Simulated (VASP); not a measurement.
# Sn2TeO (P4/mmm) in VASP: settings compared, part 2 of 2

VASP 6.6.1. The steps go on from the part before.

## Step 3: Single point, PBE

This run uses another cell than the first one, of 26.29 Å³/atom, 0.988 times its volume.

File INCAR:

```
SYSTEM = Sn2TeO
PREC = Accurate
ENCUT = 600
EDIFF = 1E-6
ISMEAR = 0
SIGMA = 0.1
LREAL = .False.
LASPH = .True.
NELM = 120
ALGO = Normal
ISIF = 2
LWAVE = .False.
LCHARG = .False.
GGA = PE
NBANDS = 28
GGA_COMPAT = .False.
```

File KPOINTS:

```
Automatic mesh
0
Gamma
  12 12 8
  0 0 0
```

File POSCAR:

```
Sn2TeO
1.0
    4.2014568215      0.0000000000      0.0000000000
    0.0000000000      4.2014568215      0.0000000000
    0.0000000000      0.0000000000      5.9564080691
Sn Te O
2 1 1
Direct
    0.0000000000      0.0000000000      0.5000000000
    0.5000000000      0.5000000000      0.0000000000
    0.5000000000      0.5000000000      0.5000000000
    0.0000000000      0.0000000000      0.0000000000
```

Potentials or basis: VASP PAW PBE potentials, release 64 (Sn_d, Te, O).

Started as:

```sh
$ cat potpaw_PBE.64/Sn_d/POTCAR potpaw_PBE.64/Te/POTCAR potpaw_PBE.64/O/POTCAR > POTCAR
$ mpirun -np 1 vasp_std > vasp.out
```

OUTCAR:

```text
SYSTEM = Sn2TeO
   PREC = Accurate
   ENCUT = 600
   EDIFF = 1E-6
   ISMEAR = 0
   LREAL = .False.
   LASPH = .True.
   NELM = 120
   ISIF = 2
   GGA = PE

 ion  position               nearest neighbor table
   1  0.000  0.000  0.500-   3 2.97   3 2.97   3 2.97   3 2.97
   2  0.500  0.500  0.000-   3 2.98   3 2.98
   3  0.500  0.500  0.500-   1 2.97   1 2.97   1 2.97   1 2.97   2 2.98   2 2.98
   4  0.000  0.000  0.000-

  LATTYP: Found a simple tetragonal cell.
 ALAT       =     4.2014568215
 C/A-ratio  =     1.4177006506

  Lattice vectors:

 A1 = (   4.2014568215,   0.0000000000,   0.0000000000)
 A2 = (   0.0000000000,   4.2014568215,   0.0000000000)
 A3 = (   0.0000000000,   0.0000000000,   5.9564080691)

Analysis of symmetry for initial positions (statically):
=====================================================================
 Subroutine PRICEL returns:
 Original cell was already a primitive cell.

 Routine SETGRP: Setting up the symmetry group for a
 simple tetragonal supercell.

 Subroutine GETGRP returns: Found 16 space group operations
 (whereof 16 operations were pure point group operations)
 out of a pool of 16 trial point group operations.

The static configuration has the point symmetry D_4h.

Analysis of symmetry for dynamics (positions and initial velocities):
=====================================================================
 Subroutine PRICEL returns:
 Original cell was already a primitive cell.

 Routine SETGRP: Setting up the symmetry group for a
 simple tetragonal supercell.

 Subroutine GETGRP returns: Found 16 space group operations
 (whereof 16 operations were pure point group operations)
 out of a pool of 16 trial point group operations.

The dynamic configuration has the point symmetry D_4h.

 Subroutine INISYM returns: Found 16 space group operations
[... 118 lines left out ...]
   IALGO  =     38    algorithm
   IMIX   =      4    mixing-type and parameters
     AMIX     =   0.40;   BMIX     =  1.00
     AMIX_MAG =   1.60;   BMIX_MAG =  1.00
  volume/ion in A,a.u.               =      26.29       177.39
  Fermi-wavevector in a.u.,A,eV,Ry     =   1.186224  2.241639 19.145134  1.407128
  Thomas-Fermi vector in A             =   2.322401
   LORBIT       =      0    0 simple, 1 ext, 2 COOP (PROOUT), +10 PAW based schemes
   GGA     = PE    functional components
   LHFCALC =     F    Hartree Fock is set to
   AEXX    =    0.0000 exact exchange contribution
   IVDW    =     0    specifies the selected vdW correction
   LEPSILON=     F    determine dielectric tensor
   LRPA    =     F    only Hartree local field effects (RPA)
 non-spin polarized calculation
 Gauss-broadening in eV      SIGMA  =   0.10
  energy-cutoff  :      600.00
  volume of cell :      105.14
 maximum number of plane-waves:      3547
 NGX is ok and might be reduce to    36
   NGX = 17   NGY = 17   NGZ = 23

 number of electron      39.9999986 magnetization

 Free energy of the ion-electron system (eV)
  ---------------------------------------------------
  ext. energy  EPLUGINS =         0.00000000
  ---------------------------------------------------
  free energy    TOTEN  =       -16.03811020 eV

  energy without entropy =      -16.03165077  energy(sigma->0) =      -16.03488049

 E-fermi :   5.8421     XC(G=0):  -9.4689

 val. band max:        5.8420086291   @ k =   0.2500   0.1667   0.3750
 cond. band min:       5.8456798410   @ k =   0.5000   0.2500   0.5000
 fundamental gap:      0.0036712119
 Fermi energy:         5.8420688970

 k-point     1 :       0.0000    0.0000    0.0000
  band No.  band energies     occupation
      1     -15.9020      2.00000
      2     -15.8871      2.00000
      3     -15.8737      2.00000
      4     -15.8737      2.00000
      5     -15.8510      2.00000
      6     -15.7823      2.00000
[... 733 lines left out ...]
     27      12.3994      0.00000
     28      12.5041      0.00000

 [... further k-points ...]

------------------------ aborting loop because EDIFF is reached ----------------------------------------

  FORCE on cell =-STRESS in cart. coord.  units (eV):
  Direction    XX          YY          ZZ          XY          YZ          ZX
  --------------------------------------------------------------------------------------
  -------------------------------------------------------------------------------------
  Total       -0.0477770     -0.0477770     -0.0343638      0.0000000      0.0000000      0.0000000
  in kB       -0.7280236     -0.7280236     -0.5236342      0.0000000      0.0000000      0.0000000
  external PRESSURE =      -0.6598938 kB  Pullay stress =       0.0000000 kB

 VOLUME and BASIS-vectors are now :
 -----------------------------------------------------------------------------
  energy-cutoff  :      600.00
  volume of cell :      105.14
      direct lattice vectors                 reciprocal lattice vectors
     4.201456821  0.000000000  0.000000000     0.238012680  0.000000000  0.000000000
     0.000000000  4.201456821  0.000000000     0.000000000  0.238012680  0.000000000
     0.000000000  0.000000000  5.956408069     0.000000000  0.000000000  0.167886416

 POSITION                                       TOTAL-FORCE (eV/Angst)
 -----------------------------------------------------------------------------------
      0.00000      0.00000      2.97820         0.000000      0.000000      0.000000
      2.10073      2.10073      0.00000         0.000000      0.000000      0.000000
      2.10073      2.10073      2.97820         0.000000      0.000000      0.000000
      0.00000      0.00000      0.00000         0.000000      0.000000      0.000000
 -----------------------------------------------------------------------------------
    total drift:                                0.000000      0.000000      0.000000

  FREE ENERGIE OF THE ION-ELECTRON SYSTEM (eV)
  ---------------------------------------------------
  free  energy   TOTEN  =       -16.0381102021 eV

  energy  without entropy=      -16.0316507710  energy(sigma->0) =      -16.03488049
```

OSZICAR:

```text
N       E                     dE             d eps       ncg     rms          rms(c)
DAV:   1     0.375919038216E+03    0.37592E+03   -0.20507E+04  8020   0.199E+03
DAV:   2     0.373481132714E+02   -0.33857E+03   -0.32853E+03  7996   0.508E+02
DAV:   3    -0.160304382866E+02   -0.53379E+02   -0.51807E+02  9460   0.163E+02
DAV:   4    -0.189029074486E+02   -0.28725E+01   -0.28507E+01  8928   0.390E+01
DAV:   5    -0.189818248515E+02   -0.78917E-01   -0.78893E-01  9736   0.701E+00    0.120E+01
DAV:   6    -0.178057965115E+02    0.11760E+01   -0.25187E+01 10884   0.248E+01    0.137E+01
DAV:   7    -0.161810949036E+02    0.16247E+01   -0.23472E+01  8868   0.988E+00    0.460E+00
DAV:   8    -0.160470541582E+02    0.13404E+00   -0.20970E+00  8332   0.578E+00    0.139E+00
DAV:   9    -0.160363639155E+02    0.10690E-01   -0.15661E-01  8568   0.176E+00    0.348E-01
DAV:  10    -0.160382717853E+02   -0.19079E-02   -0.27726E-02  9392   0.837E-01    0.272E-01
DAV:  11    -0.160381343520E+02    0.13743E-03   -0.70636E-03  8544   0.306E-01    0.673E-02
DAV:  12    -0.160381563565E+02   -0.22005E-04   -0.11809E-03  8496   0.149E-01    0.517E-02
DAV:  13    -0.160381089983E+02    0.47358E-04   -0.25278E-04 10100   0.715E-02    0.144E-02
DAV:  14    -0.160381111106E+02   -0.21123E-05   -0.19551E-05  7092   0.235E-02    0.533E-03
DAV:  15    -0.160381101046E+02    0.10059E-05   -0.46437E-06  6572   0.107E-02    0.212E-03
DAV:  16    -0.160381102021E+02   -0.97426E-07   -0.48362E-07  4196   0.440E-03
   1 F= -.16038110E+02 E0= -.16034880E+02  d E =-.645943E-02
```

stdout:

```text
POSCAR found type information on POSCAR SnTeO
 POSCAR found :  3 types and       4 ions
 scaLAPACK will be used
 LDA part: xc-table for (Slater+PW92), standard interpolation
 POSCAR, INCAR and KPOINTS ok, starting setup
 FFT: planning ... GRIDC
 FFT: planning ... GRID_SOFT
 FFT: planning ... GRID
 WAVECAR not read
 entering main loop
```

It took 10 min on 1 thread of Intel Xeon 8259CL, shared host; peak memory 0.59 GiB.

What came out:

```yaml
Free_energy: -16.0381 eV
Pressure: -0.1 GPa
Band_gap_on_the_k_mesh: zero (band 20 reaches 6.17 eV, above the bottom of band 21 at 5.57 eV)
```

Levels at points of the mesh, in eV from the Fermi level:
| k point | band 18 | band 19 | band 20 | band 21 | band 22 | band 23 |
| --- | --- | --- | --- | --- | --- | --- |
| (0.00, 0.00, 0.00) | -1.71 | -1.70 | -1.70 | 2.96 | 3.26 | 3.82 |
| (0.50, 0.00, 0.00) | -1.59 | -0.97 | -0.02 | 1.09 | 1.11 | 1.23 |
| (0.50, 0.50, 0.00) | -2.61 | -2.61 | -2.35 | 2.85 | 2.85 | 3.07 |
| (0.00, 0.00, 0.50) | -1.98 | -1.56 | -1.16 | 1.53 | 2.45 | 3.18 |
| (0.50, 0.00, 0.50) | -1.52 | -1.06 | 0.33 | 0.66 | 0.86 | 0.95 |
| (0.50, 0.50, 0.50) | -3.05 | -1.16 | 0.06 | 1.45 | 1.78 | 2.08 |

Caveat: spin-orbit coupling is left out, which moves the levels of the heavy elements.

## Step 4: Single point, PBE+D3(BJ)

This run uses another cell than the first one, of 26.29 Å³/atom, 0.988 times its volume.

File INCAR:

```
SYSTEM = Sn2TeO
ALGO = Normal
EDIFF = 1E-6
ENCUT = 600
GGA = PE
GGA_COMPAT = .False.
ISIF = 2
ISMEAR = 0
IVDW = 12
LASPH = .True.
LCHARG = .True.
LELF = .True.
LREAL = .False.
LVHAR = .True.
LWAVE = .False.
NBANDS = 28
NELM = 120
PREC = Accurate
SIGMA = 0.1
```

File KPOINTS:

```
k-points
0
Gamma
  12 12 8
  0 0 0
```

POSCAR is that of step 3.

Potentials or basis: VASP PAW PBE potentials, release 64 (Sn_d, Te, O).

Started as:

```sh
$ cat potpaw_PBE.64/Sn_d/POTCAR potpaw_PBE.64/Te/POTCAR potpaw_PBE.64/O/POTCAR > POTCAR
$ mpirun -np 1 vasp_std > vasp.out
```

OUTCAR:

```text
SYSTEM = Sn2TeO
   EDIFF = 1E-6
   ENCUT = 600
   GGA = PE
   ISIF = 2
   ISMEAR = 0
   IVDW = 12
   LASPH = .True.
   LREAL = .False.
   NELM = 120
   PREC = Accurate
 IVDW          = 12

 ion  position               nearest neighbor table
   1  0.000  0.000  0.500-   3 2.97   3 2.97   3 2.97   3 2.97
   2  0.500  0.500  0.000-   3 2.98   3 2.98
   3  0.500  0.500  0.500-   1 2.97   1 2.97   1 2.97   1 2.97   2 2.98   2 2.98
   4  0.000  0.000  0.000-

  LATTYP: Found a simple tetragonal cell.
[... 946 lines left out ...]

  FORCE on cell =-STRESS in cart. coord.  units (eV):
  Direction    XX          YY          ZZ          XY          YZ          ZX
  --------------------------------------------------------------------------------------
  -------------------------------------------------------------------------------------
  Total      -0.72260    -0.72260    -0.40916     0.00000     0.00000     0.00000
  in kB     -11.01092   -11.01092    -6.23481     0.00000     0.00000     0.00000
  external pressure =       -9.42 kB  Pullay stress =        0.00 kB

 VOLUME and BASIS-vectors are now :
 -----------------------------------------------------------------------------
  energy-cutoff  :      600.00
  volume of cell :      105.14
      direct lattice vectors                 reciprocal lattice vectors
     4.201456821  0.000000000  0.000000000     0.238012680  0.000000000  0.000000000
     0.000000000  4.201456821  0.000000000     0.000000000  0.238012680  0.000000000
     0.000000000  0.000000000  5.956408069     0.000000000  0.000000000  0.167886416

 POSITION                                       TOTAL-FORCE (eV/Angst)
 -----------------------------------------------------------------------------------
      0.00000      0.00000      2.97820         0.000000      0.000000      0.000000
      2.10073      2.10073      0.00000         0.000000      0.000000      0.000000
      2.10073      2.10073      2.97820         0.000000      0.000000      0.000000
      0.00000      0.00000      0.00000         0.000000      0.000000      0.000000
 -----------------------------------------------------------------------------------
    total drift:                                0.000000      0.000000      0.000000

  FREE ENERGIE OF THE ION-ELECTRON SYSTEM (eV)
  ---------------------------------------------------
  free  energy   TOTEN  =       -17.3372855511 eV

  energy  without entropy=      -17.3308261201  energy(sigma->0) =      -17.33405584
```

OSZICAR:

```text
N       E                     dE             d eps       ncg     rms          rms(c)
DAV:   1     0.375919038216E+03    0.37592E+03   -0.20507E+04  8020   0.199E+03
DAV:   2     0.373481132714E+02   -0.33857E+03   -0.32853E+03  7996   0.508E+02
DAV:   3    -0.160304382866E+02   -0.53379E+02   -0.51807E+02  9460   0.163E+02
DAV:   4    -0.189029074486E+02   -0.28725E+01   -0.28507E+01  8928   0.390E+01
DAV:   5    -0.189818248515E+02   -0.78917E-01   -0.78893E-01  9736   0.701E+00    0.120E+01
DAV:   6    -0.178057965115E+02    0.11760E+01   -0.25187E+01 10884   0.248E+01    0.137E+01
DAV:   7    -0.161810949036E+02    0.16247E+01   -0.23472E+01  8868   0.988E+00    0.460E+00
DAV:   8    -0.160470541582E+02    0.13404E+00   -0.20970E+00  8332   0.578E+00    0.139E+00
DAV:   9    -0.160363639155E+02    0.10690E-01   -0.15661E-01  8568   0.176E+00    0.348E-01
DAV:  10    -0.160382717853E+02   -0.19079E-02   -0.27726E-02  9392   0.837E-01    0.272E-01
DAV:  11    -0.160381343520E+02    0.13743E-03   -0.70636E-03  8544   0.306E-01    0.673E-02
DAV:  12    -0.160381563565E+02   -0.22005E-04   -0.11809E-03  8496   0.149E-01    0.517E-02
DAV:  13    -0.160381089983E+02    0.47358E-04   -0.25278E-04 10100   0.715E-02    0.144E-02
DAV:  14    -0.160381111106E+02   -0.21123E-05   -0.19551E-05  7092   0.235E-02    0.533E-03
DAV:  15    -0.160381101046E+02    0.10059E-05   -0.46437E-06  6572   0.107E-02    0.212E-03
DAV:  16    -0.160381102021E+02   -0.97426E-07   -0.48362E-07  4196   0.440E-03
   1 F= -.17337286E+02 E0= -.17334056E+02  d E =-.645943E-02
```

Wall time 11 min (1 thread of Intel Xeon 8259CL, shared host); peak memory 0.6 GiB.

What came out:

```yaml
Free_energy: -17.3373 eV
Pressure: -0.9 GPa
Band_gap_on_the_k_mesh: zero (band 20 reaches 6.17 eV, above the bottom of band 21 at 5.57 eV)
Dispersion_energy_per_atom: -0.325 eV
```

Levels at points of the mesh, in eV from the Fermi level:
```csv
k point,band 18,band 19,band 20,band 21,band 22,band 23
"(0.00, 0.00, 0.00)",-1.71,-1.70,-1.70,2.96,3.26,3.82
"(0.50, 0.00, 0.00)",-1.59,-0.97,-0.02,1.09,1.11,1.23
"(0.50, 0.50, 0.00)",-2.61,-2.61,-2.35,2.85,2.85,3.07
"(0.00, 0.00, 0.50)",-1.98,-1.56,-1.16,1.53,2.45,3.18
"(0.50, 0.00, 0.50)",-1.52,-1.06,0.33,0.66,0.86,0.95
"(0.50, 0.50, 0.50)",-3.05,-1.16,0.06,1.45,1.78,2.08
```

Caveat: spin-orbit coupling is left out, which moves the levels of the heavy elements; pairwise dispersion overbinds metals, which lowers pressure and volume.

## Step 5: Summary

```csv
level,cell,k mesh,gap on the mesh (eV),pressure (GPa)
PBE,"a = 4.221, b = 4.221, c = 5.973 Å, 4 atoms",4 × 4 × 4,none,-1.2
PBE,"a = 4.201, b = 4.201, c = 5.956 Å, 4 atoms",12 × 12 × 8,none,-0.1
PBE+D3(BJ),"a = 4.201, b = 4.201, c = 5.956 Å, 4 atoms",12 × 12 × 8,none,-0.9
```

Alike in all rows: task single point; potentials or basis VASP PAW PBE potentials, release 64 (Sn_d, Te, O); no spin polarisation; cutoff (eV) 600; smearing gaussian 0.1 eV.

Caveats: some runs use coarse meshes; spin-orbit coupling is left out, which moves the levels of the heavy elements; pairwise dispersion overbinds metals, which lowers pressure and volume (some runs).

Total energies depend on the potentials used, so only differences within one code and one set of settings carry meaning.
